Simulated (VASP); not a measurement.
# Y in VASP: a series of runs

Runs on Y. Level: r2SCAN. Tasks: single point, relaxation of cell and atoms.

Everything below comes from runs of VASP 6.6.1. Logs are shortened: lines on timing, memory, paths and dates and some standing lists are left out, and cuts for length are marked.

## (1) The cell of the first run

The structure is orthorhombic, space group Fmmm (No. 69). The conventional cell has a = 3.762 Å, b = 5.764 Å, c = 12.479 Å, α = 90.00°, β = 90.00°, γ = 90.00°. Within 4.4 Å of Y (site symmetry mm2) lie 11 Y at 3.35 to 4.00 Å.

## (2) Single point, r2SCAN

Contents of POSCAR:

```
Y
1.0
    0.0000000000      2.8822077873      6.2392934960
    1.8812129669      0.0000000000      6.2392934960
    1.8812129669      2.8822077873      0.0000000000
Y
2
Direct
    0.8609795742      0.8609795742      0.1390204258
    0.1390204258      0.1390204258      0.8609795742
```

Contents of INCAR.step1:

```
PREC     = Accurate       # precision mode
ENCUT    = 520            # plane-wave cutoff, eV
ISMEAR   = 0              # smearing method
SIGMA    = 0.1            # smearing width, eV
LREAL    = F              # projectors in reciprocal space
LASPH    = T              # aspherical terms in the spheres
NELM     = 100            # most SCF steps
NBANDS   = 18             # bands
GGA      = PE             # functional
ALGO     = Normal         # electronic algorithm
EDIFF    = 1E-4           # SCF threshold, eV
LWAVE    = T              # write WAVECAR
LCHARG   = F              # write CHGCAR
```

Contents of INCAR.step2:

```
PREC     = Accurate       # precision mode
ENCUT    = 520            # plane-wave cutoff, eV
EDIFF    = 1E-6           # SCF threshold, eV
ISMEAR   = 0              # smearing method
SIGMA    = 0.1            # smearing width, eV
LREAL    = F              # projectors in reciprocal space
LASPH    = T              # aspherical terms in the spheres
NELM     = 100            # most SCF steps
ALGO     = Normal         # electronic algorithm
ISIF     = 2              # what is computed and relaxed
LWAVE    = F              # write WAVECAR
LCHARG   = F              # write CHGCAR
METAGGA  = R2SCAN         # meta-GGA
LMIXTAU  = T            
NBANDS   = 18             # bands
ISTART   = 1
```

Contents of KPOINTS:

```
Automatic mesh
0
Gamma
  6 6 6
```

Potentials or basis: VASP PAW PBE potentials, release 64 (Y_sv).

Command:

```sh
> cat potpaw_PBE.64/Y_sv/POTCAR > POTCAR
> cp INCAR.step1 INCAR
> mpirun -np 1 vasp_std > vasp.out
> cp INCAR.step2 INCAR
> mpirun -np 1 vasp_std > vasp.out
```

OUTCAR:

```text
PREC = Accurate
   ENCUT = 520
   EDIFF = 1E-6
   ISMEAR = 0
   LREAL = F
   LASPH = T
   NELM = 100
   ISIF = 2
   METAGGA = R2SCAN
   ISTART = 1

 ion  position               nearest neighbor table
   1  0.861  0.861  0.139-   2 3.35   2 3.35   2 3.47   2 4.00   2 4.00
   2  0.139  0.139  0.861-   1 3.35   1 3.35   1 3.47   1 4.00   1 4.00

  LATTYP: Found a face centered orthorhombic cell.
 ALAT       =     3.7624259338
 B/A-ratio  =     1.5321007446
 C/A-ratio  =     3.3166332604

  Lattice vectors:

 A1 = (   0.0000000000,   2.8822077873,   6.2392934960)
 A2 = (   1.8812129669,   0.0000000000,   6.2392934960)
 A3 = (   1.8812129669,   2.8822077873,   0.0000000000)

Analysis of symmetry for initial positions (statically):
=====================================================================
 Subroutine PRICEL returns:
 Original cell was already a primitive cell.

 Routine SETGRP: Setting up the symmetry group for a
 face centered orthorhombic supercell.

 Subroutine GETGRP returns: Found  8 space group operations
 (whereof  8 operations were pure point group operations)
 out of a pool of  8 trial point group operations.

The static configuration has the point symmetry D_2h.

Analysis of symmetry for dynamics (positions and initial velocities):
=====================================================================
 Subroutine PRICEL returns:
 Original cell was already a primitive cell.

 Routine SETGRP: Setting up the symmetry group for a
 face centered orthorhombic supercell.

 Subroutine GETGRP returns: Found  8 space group operations
 (whereof  8 operations were pure point group operations)
 out of a pool of  8 trial point group operations.

The dynamic configuration has the point symmetry D_2h.

 Subroutine INISYM returns: Found  8 space group operations
 (whereof  8 operations are pure point group operations),
 and found     1 'primitive' translations

----------------------------------------------------------------------------------------

                                     Primitive cell

  volume of cell :      67.6595

  direct lattice vectors                    reciprocal lattice vectors
     0.000000000  2.882207787  6.239293496    -0.265785963  0.173478124  0.080137278
     1.881212967  0.000000000  6.239293496     0.265785963 -0.173478124  0.080137278
     1.881212967  2.882207787  0.000000000     0.265785963  0.173478124 -0.080137278

  length of vectors
     6.872838210  6.516728133  3.441814050     0.327351220  0.327351220  0.327351220

  position of ions in fractional coordinates (direct lattice)
     0.860979574  0.860979574  0.139020426
     0.139020426  0.139020426  0.860979574

  ion indices of the primitive-cell ions
   primitive index   ion index
                 1           1
                 2           2

----------------------------------------------------------------------------------------

 KPOINTS: Automatic mesh

Automatic generation of k-mesh.
 Grid dimensions read from file:
 generate k-points for:    6    6    6

 Generating k-lattice:

  Cartesian coordinates                     Fractional coordinates (reciprocal lattice)
    -0.044297660  0.028913021  0.013356213     0.166666667 -0.000000000  0.000000000
     0.044297660 -0.028913021  0.013356213    -0.000000000  0.166666667  0.000000000
     0.044297660  0.028913021 -0.013356213     0.000000000  0.000000000  0.166666667

  Length of vectors
     0.054558537  0.054558537  0.054558537

  Shift w.r.t. Gamma in fractional coordinates (k-lattice)
     0.000000000  0.000000000  0.000000000

 Subroutine IBZKPT returns following result:
 ===========================================

 Found     46 irreducible k-points:

 Following reciprocal coordinates:
            Coordinates               Weight
  0.000000  0.000000  0.000000      1.000000
  0.166667 -0.000000 -0.000000      8.000000
  0.333333 -0.000000 -0.000000      8.000000
  0.500000 -0.000000 -0.000000      4.000000
  0.166667  0.166667  0.000000      2.000000
  0.333333  0.166667 -0.000000      8.000000
[... 16 lines left out ...]
 -0.166667  0.166667  0.166667      8.000000
  0.500000  0.333333  0.166667      4.000000
 [... further k-points ...]
   k-points           NKPTS =     46   k-points in BZ     NKDIM =     46   number of bands    NBANDS=     18
   number of dos      NEDOS =    301   number of ions     NIONS =      2
   total plane-waves  NPLWV =  72576
   dimension x,y,z NGX =    54 NGY =   48 NGZ =   28
   dimension x,y,z NGXF=   108 NGYF=   96 NGZF=   56
   ions per type =               2
   NGX,Y,Z   is equivalent  to a cutoff of  13.06, 12.25, 13.52 a.u.
   NGXF,Y,Z  is equivalent  to a cutoff of  26.12, 24.49, 27.05 a.u.
 SYSTEM =  unknown system
   PREC   = accura    normal or accurate (medium, high low for compatibility)
   ISTART =      1    job   : 0-new  1-cont  2-samecut
   ICHARG =      0    charge: 1-file 2-atom 10-const
   ISPIN  =      1    spin polarized calculation?
[... 82 lines left out ...]
      2     -41.3829      2.00000
      3     -21.0231      2.00000
      4     -20.9359      2.00000
      5     -20.8022      2.00000
      6     -20.6141      2.00000
[... 10 lines left out ...]
     17       7.2075      0.00000
     18       7.4175      0.00000

 k-point     4 :       0.5000   -0.0000   -0.0000
  band No.  band energies     occupation
      1     -41.3984      2.00000
      2     -41.3817      2.00000
      3     -21.0676      2.00000
      4     -21.0647      2.00000
      5     -20.7909      2.00000
      6     -20.6654      2.00000
[... 10 lines left out ...]
     17       7.3212      0.00000
     18       8.1784      0.00000

 k-point     5 :       0.1667    0.1667    0.0000
  band No.  band energies     occupation
      1     -41.4737      2.00000
      2     -41.4070      2.00000
      3     -21.0824      2.00000
      4     -20.5641      2.00000
      5     -20.5428      2.00000
      6     -20.5133      2.00000
[... 10 lines left out ...]
     17       6.2761      0.00000
     18       6.8040      0.00000

 k-point     6 :       0.3333    0.1667   -0.0000
  band No.  band energies     occupation
      1     -41.4537      2.00000
      2     -41.4020      2.00000
      3     -21.0132      2.00000
      4     -20.7105      2.00000
      5     -20.6073      2.00000
      6     -20.5667      2.00000
[... 10 lines left out ...]
     17       6.3729      0.00000
     18       6.7583      0.00000

 k-point     7 :       0.5000    0.1667   -0.0000
  band No.  band energies     occupation
      1     -41.4150      2.00000
      2     -41.3904      2.00000
      3     -20.9836      2.00000
      4     -20.9520      2.00000
      5     -20.7653      2.00000
      6     -20.6559      2.00000
[... 10 lines left out ...]
     17       7.1931      0.00000
     18       7.4687      0.00000

 k-point     8 :      -0.3333    0.1667    0.0000
  band No.  band energies     occupation
      1     -41.3984      2.00000
      2     -41.3817      2.00000
      3     -21.0871      2.00000
      4     -21.0421      2.00000
      5     -20.7971      2.00000
      6     -20.6590      2.00000
[... 10 lines left out ...]
     17       7.2308      0.00000
     18       8.1401      0.00000
[... 229 lines left out ...]
     17       6.6093      0.00000
     18       7.2312      0.00000

 k-point    20 :       0.3333    0.1667    0.1667
  band No.  band energies     occupation
      1     -41.4537      2.00000
      2     -41.3900      2.00000
      3     -21.0465      2.00000
      4     -20.6772      2.00000
      5     -20.6265      2.00000
      6     -20.6142      2.00000
[... 10 lines left out ...]
     17       5.8251      0.00000
     18       7.2611      0.00000

 k-point    21 :       0.5000    0.1667    0.1667
  band No.  band energies     occupation
      1     -41.4234      2.00000
      2     -41.3766      2.00000
      3     -20.9794      2.00000
      4     -20.8780      2.00000
      5     -20.8244      2.00000
      6     -20.6402      2.00000
[... 10 lines left out ...]
     17       6.8268      0.00000
     18       7.2165      0.00000

 k-point    22 :      -0.3333    0.1667    0.1667
  band No.  band energies     occupation
      1     -41.3941      2.00000
      2     -41.3740      2.00000
      3     -21.0287      2.00000
      4     -21.0251      2.00000
      5     -20.8074      2.00000
      6     -20.7133      2.00000
[... 10 lines left out ...]
     17       6.5574      0.00000
     18       8.0349      0.00000

 k-point    23 :      -0.1667    0.1667    0.1667
  band No.  band energies     occupation
      1     -41.4008      2.00000
      2     -41.3794      2.00000
      3     -21.0149      2.00000
      4     -20.9449      2.00000
      5     -20.7865      2.00000
      6     -20.7265      2.00000
[... 10 lines left out ...]
     17       6.5301      0.00000
     18       8.1490      0.00000

 k-point    24 :       0.5000    0.3333    0.1667
  band No.  band energies     occupation
      1     -41.4455      2.00000
      2     -41.3983      2.00000
      3     -20.9586      2.00000
      4     -20.6759      2.00000
      5     -20.6422      2.00000
      6     -20.6233      2.00000
[... 10 lines left out ...]
     17       5.7088      0.00000
     18       7.0493      0.00000

 [... further k-points ...]
[... 5 lines left out ...]
  --------------------------------------------------------------------------------------
  -------------------------------------------------------------------------------------
  Total        0.0746068      0.0219388      0.0030110      0.0000000      0.0000000      0.0000000
  in kB        1.7666889      0.5195102      0.0713011      0.0000000      0.0000000      0.0000000
  external PRESSURE =       0.7858334 kB  Pullay stress =       0.0000000 kB

 VOLUME and BASIS-vectors are now :
 -----------------------------------------------------------------------------
  energy-cutoff  :      520.00
  volume of cell :       67.66
      direct lattice vectors                 reciprocal lattice vectors
     0.000000000  2.882207787  6.239293496    -0.265785963  0.173478124  0.080137278
     1.881212967  0.000000000  6.239293496     0.265785963 -0.173478124  0.080137278
     1.881212967  2.882207787  0.000000000     0.265785963  0.173478124 -0.080137278

 POSITION                                       TOTAL-FORCE (eV/Angst)
 -----------------------------------------------------------------------------------
      1.88121      2.88221     10.74381         0.000000      0.000000      0.019160
      1.88121      2.88221      1.73478         0.000000      0.000000     -0.019160
 -----------------------------------------------------------------------------------
    total drift:                               -0.000000     -0.000000      0.000000

  FREE ENERGIE OF THE ION-ELECTRON SYSTEM (eV)
  ---------------------------------------------------
  free  energy   TOTEN  =       -40.1570338093 eV

  energy  without entropy=      -40.1486155643  energy(sigma->0) =      -40.15282469
```

It took 4.2 min on 1 thread of Intel Xeon Platinum 8488C (Sapphire Rapids), shared host; peak memory 0.32 GiB.

Results:

- Free energy: -40.1570 eV
- Pressure: 0.1 GPa
- Largest force: 0.019 eV/Å
- Band gap on the k mesh: zero (bands 11 and 12 overlap by 0.25 eV)

Forces on the atoms (eV/Å):
```
Y    0.000  0.000  0.019
Y    0.000  0.000 -0.019
```

Levels at points of the mesh, in eV from the Fermi level:
```
           k point  band 9  band 10  band 11  band 12  band 13  band 14
(0.00, 0.00, 0.00)   -4.72    -1.88    -0.05     1.24     1.29     1.90
(0.50, 0.00, 0.00)   -1.66    -1.35    -0.39     0.29     0.76     1.86
(0.50, 0.50, 0.00)   -3.68    -3.30    -0.37     1.08     1.83     2.20
(0.50, 0.00, 0.50)   -1.76    -1.51    -0.96     0.82     1.83     2.11
(0.00, 0.50, 0.50)   -1.37    -1.03    -0.90    -0.23     1.36     1.60
```

Caveat: the PAW data sets were made with another functional, which shifts forces and pressure a little.

## (3) Single point, r2SCAN

This run uses another cell than the first one: it holds 4 atoms, not 2.

Contents of POSCAR:

```
Y
1.0
    1.8794849904     -6.2211681171      0.0000000000
    1.8794849904      6.2211681171      0.0000000000
    0.0000000000      0.0000000000      5.8067979579
Y
4
Direct
    0.1386621623      0.8613378377      0.9997108580
    0.6386621623      0.3613378377      0.5002891420
    0.8613378377      0.1386621623      0.0002891420
    0.3613378377      0.6386621623      0.4997108580
```

Contents of INCAR.step1:

```
SYSTEM = Y
  ALGO = Normal
  EDIFF = 1E-4
  ENCUT = 520
  GGA = PE
  ISMEAR = 0
  LASPH = .TRUE.
  LCHARG = .FALSE.
  LREAL = .FALSE.
  LWAVE = .TRUE.
  NBANDS = 30
  NELM = 100
  PREC = Accurate
  SIGMA = 0.1
```

Contents of INCAR.step2:

```
SYSTEM = Y
  ALGO = Normal
  EDIFF = 1E-6
  ENCUT = 520
  ISIF = 2
  ISMEAR = 0
  ISTART = 1
  LASPH = .TRUE.
  LCHARG = .TRUE.
  LELF = .TRUE.
  LMIXTAU = .TRUE.
  LREAL = .FALSE.
  LVHAR = .TRUE.
  LWAVE = .FALSE.
  METAGGA = R2SCAN
  NBANDS = 30
  NELM = 100
  PREC = Accurate
  SIGMA = 0.1
```

Contents of KPOINTS:

```
k-points
0
G
  4 4 4
  0 0 0
```

Potentials or basis: VASP PAW PBE potentials, release 64 (Y_sv).

Command:

```sh
> cat potpaw_PBE.64/Y_sv/POTCAR > POTCAR
> cp INCAR.step1 INCAR
> mpirun -np 1 vasp_std > vasp.out
> cp INCAR.step2 INCAR
> mpirun -np 1 vasp_std > vasp.out
```

Wall time 4.9 min (1 thread of Intel Xeon Platinum 8488C (Sapphire Rapids), shared host); peak memory 0.4 GiB.

Results (log left out):

| Item | Value |
| --- | --- |
| Free energy | -80.3242 eV |
| Pressure | 0.1 GPa |
| Largest force | 0.017 eV/Å |
| Band gap on the k mesh | zero (bands 22 and 23 overlap by 0.41 eV) |

Forces on the atoms (eV/Å):
```
Y    0.000  0.009  0.015
Y    0.000  0.009 -0.015
Y    0.000 -0.009 -0.015
Y    0.000 -0.009  0.015
```

Stress tensor (GPa, compression positive):
```
 0.08  0.00  0.00
 0.00 -0.01  0.00
 0.00  0.00  0.13
```

Levels at points of the mesh, in eV from the Fermi level:
```
           k point  band 18  band 19  band 20  band 21  band 22  band 23  band 24  band 25  band 26  band 27
(0.00, 0.00, 0.00)    -1.94    -1.85    -1.59    -1.00    -0.10     0.66     1.15     1.26     1.71     1.85
(0.50, 0.00, 0.00)    -1.67    -0.75    -0.75    -0.27    -0.27     0.35     0.35     0.51     0.51     1.62
(0.50, 0.50, 0.00)    -3.39    -1.43    -1.09    -0.97    -0.44    -0.36     1.04     1.30     1.47     1.77
(0.00, 0.00, 0.50)    -3.36    -0.91    -0.91    -0.79    -0.79     0.91     0.91     1.59     1.59     1.89
(0.50, 0.00, 0.50)    -1.74    -1.41    -1.41    -0.48    -0.48     0.20     0.20     0.68     0.68     1.78
(0.50, 0.50, 0.50)    -2.49    -2.22    -2.22    -0.34    -0.34     0.81     0.81     1.77     1.77     1.85
```

Caveat: the k points lie up to 0.44 Å⁻¹ apart; the PAW data sets were made with another functional, which shifts forces and pressure a little.

## (4) Relaxation of cell and atoms, r2SCAN

This run uses another cell than the first one, of 33.95 Å³/atom.

Contents of POSCAR:

```
Y
1.0
    0.0000000000      2.9033989790      6.2211681171
    1.8794849904      0.0000000000      6.2211681171
    1.8794849904      2.9033989790      0.0000000000
Y
2
Direct
    0.8613378377      0.8613378377      0.1386621623
    0.1386621623      0.1386621623      0.8613378377
```

Contents of INCAR.step1:

```
PREC = Accurate
ENCUT = 600
ISMEAR = 0
SIGMA = 0.1
LREAL = False
LASPH = True
NELM = 60
GGA = PE
ALGO = Normal
EDIFF = 1E-4
LWAVE = True
LCHARG = False
```

Contents of INCAR.step2:

```
PREC = Accurate
ENCUT = 600
EDIFF = 1E-7
ISMEAR = 0
SIGMA = 0.1
LREAL = False
LASPH = True
NELM = 60
ALGO = Normal
ISIF = 3
LWAVE = False
LCHARG = False
METAGGA = R2SCAN
LMIXTAU = True
IBRION = 2
NSW = 90
EDIFFG = -0.04
ISTART = 1
```

Contents of KPOINTS:

```
Automatic mesh
0
Gamma
  6 6 6
```

Command:

```sh
> cat potpaw_PBE.64/Y_sv/POTCAR > POTCAR
> cp INCAR.step1 INCAR
> mpirun -np 1 vasp_std > vasp.out
> cp INCAR.step2 INCAR
> mpirun -np 1 vasp_std > vasp.out
```

It took 8.7 min on 1 thread of Intel Xeon Platinum 8488C (Sapphire Rapids), shared host; peak memory 0.36 GiB.

Results (log left out):

- Free energy: -40.1581 eV
- Relaxed volume: 33.84 Å³/atom
- Relaxed cell: a = 6.873 Å, b = 6.515 Å, c = 3.444 Å, α = 80.94°, β = 69.40°, γ = 29.66°
- Space group after relaxing (to 0.1 Å): Fmmm (No. 69)
- Energy gained by relaxing: 0.5 meV/atom
- Ionic steps: 2
- Pressure after relaxing: 0.0 GPa
- Largest force after relaxing: 0.010 eV/Å
- Band gap on the k mesh: zero (bands 11 and 12 overlap by 0.27 eV)

Forces on the atoms (eV/Å):
```
Y    0.000  0.000 -0.010
Y    0.000  0.000  0.010
```

Stress tensor (GPa, compression positive):
```
 0.14  0.00  0.00
 0.00 -0.06  0.00
 0.00  0.00  0.01
```

The path:
| step | energy change (eV) | largest force (eV/Å) | pressure (GPa) | volume (Å³) |
| --- | --- | --- | --- | --- |
| 1 | 0.0000 | 0.0164 | -0.10 | 67.90 |
| 2 | -0.0010 | 0.0100 | 0.03 | 67.69 |

Final structure:
```
CELL_PARAMETERS angstrom
0.00000 2.88590 6.23762
1.88005 0.00000 6.23762
1.88005 2.88590 0.00000
ATOMIC_POSITIONS crystal
Y 0.86127 0.86127 0.13873
Y 0.13873 0.13873 0.86127
```

Levels at points of the mesh, in eV from the Fermi level:
```tsv
k point	band 8	band 9	band 10	band 11	band 12	band 13	band 14	band 15
(0.00, 0.00, 0.00)	-23.28	-4.73	-1.87	-0.04	1.22	1.31	1.90	3.05
(0.50, 0.00, 0.00)	-23.34	-1.66	-1.35	-0.40	0.28	0.76	1.86	3.32
(0.50, 0.50, 0.00)	-23.26	-3.68	-3.31	-0.37	1.10	1.82	2.20	2.77
(0.50, 0.00, 0.50)	-23.29	-1.76	-1.51	-0.94	0.81	1.81	2.13	3.40
(0.00, 0.50, 0.50)	-23.44	-1.36	-1.02	-0.89	-0.25	1.36	1.59	3.78
```

Caveat: the PAW data sets were made with another functional, which shifts forces and pressure a little.

## (5) The runs side by side

| task | cell | k mesh | cutoff (eV) | gap on the mesh (eV) | pressure (GPa) | largest force (eV/Å) |
| --- | --- | --- | --- | --- | --- | --- |
| single point | a = 6.873, b = 6.517, c = 3.442 Å, angles 80.9, 69.4, 29.6°, 2 atoms, atomic positions A | 6 × 6 × 6 | 520 | none | 0.1 | 0.02 |
| single point | a = 6.499, b = 6.499, c = 5.807 Å, angles 90.0, 90.0, 146.4°, 4 atoms, atomic positions B | 4 × 4 × 4 | 520 | none | 0.1 | 0.02 |
| relaxation of cell and atoms | relaxed from a = 6.865, b = 6.499, c = 3.459 Å, angles 81.0, 69.2, 29.8°, 2 atoms, atomic positions C | 6 × 6 × 6 | 600 | none | 0.0 | 0.01 |

Alike in all rows: level r2SCAN; potentials or basis VASP PAW PBE potentials, release 64 (Y_sv); no spin polarisation; smearing gaussian 0.1 eV.

Caveats: some runs use coarse meshes; the PAW data sets were made with another functional, which shifts forces and pressure a little.

Total energies depend on the potentials used, so only differences within one code and one set of settings carry meaning.
